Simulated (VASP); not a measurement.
Crystal: Au.

```xyz
1
Lattice="-1.6185 1.6185 1.6185 1.6185 -1.6185 1.6185 1.6185 1.6185 -1.6185" Properties=species:S:1:pos:R:3 pbc="T T T"
Au    0.0000    0.0000    0.0000
```

- Program: VASP 6.6.1
- Task: relaxation of cell and atoms
- Functional: BLYP
- Potentials or basis: VASP PAW PBE potentials, release 64 (Au)
- Cutoff: 600 eV
- k mesh: 14 × 14 × 14
- Occupations: fermi-dirac, width 0.1 eV
- Spin: no spin polarisation

At the start: pressure 22.4 GPa; volume 16.96 Å³/atom.

Task: How do energy, volume and symmetry change on relaxing?

Result: Over 19 steps the energy falls by 157.5 meV/atom and the volume is 19.62 Å³/atom (+15.7 %); space group Im-3m (No. 229, to 0.05 Å).

Step by step:
```tsv
step	energy change (eV)	largest force (eV/Å)	pressure (GPa)	volume (Å³)
1	0.0000	0.0000	22.43	16.96
2	-0.0043	0.0000	-10.36	23.48
3	-0.1574	0.0000	-0.45	19.72
4	-0.1575	0.0000	-0.15	19.66
5	-0.1575	0.0000	0.13	19.60
6	-0.1575	0.0000	0.14	19.60
7	-0.1575	0.0000	0.13	19.60
8	-0.1575	0.0000	0.13	19.60
9	-0.1575	0.0000	0.13	19.60
10	-0.1575	0.0000	0.13	19.60
11	-0.1575	0.0000	0.13	19.60
12	-0.1575	0.0000	0.14	19.60
13	-0.1575	0.0000	0.14	19.60
14	-0.1575	0.0000	0.14	19.60
15	-0.1575	0.0000	0.13	19.60
16	-0.1575	0.0000	0.12	19.61
17	-0.1575	0.0000	0.11	19.61
18	-0.1575	0.0000	0.08	19.61
19	-0.1575	0.0000	0.03	19.62
```

Final structure:
```
Au
1.0
    -1.69918    1.69918    1.69918
     1.69918   -1.69918    1.69918
     1.69918    1.69918   -1.69918
Au
1
Direct
  0.00000 0.00000 0.00000
```

Caveat: the volume moved by over 15 % at a fixed basis, so the end points are rough; the PAW data sets were made with another functional, which shifts forces and pressure a little.
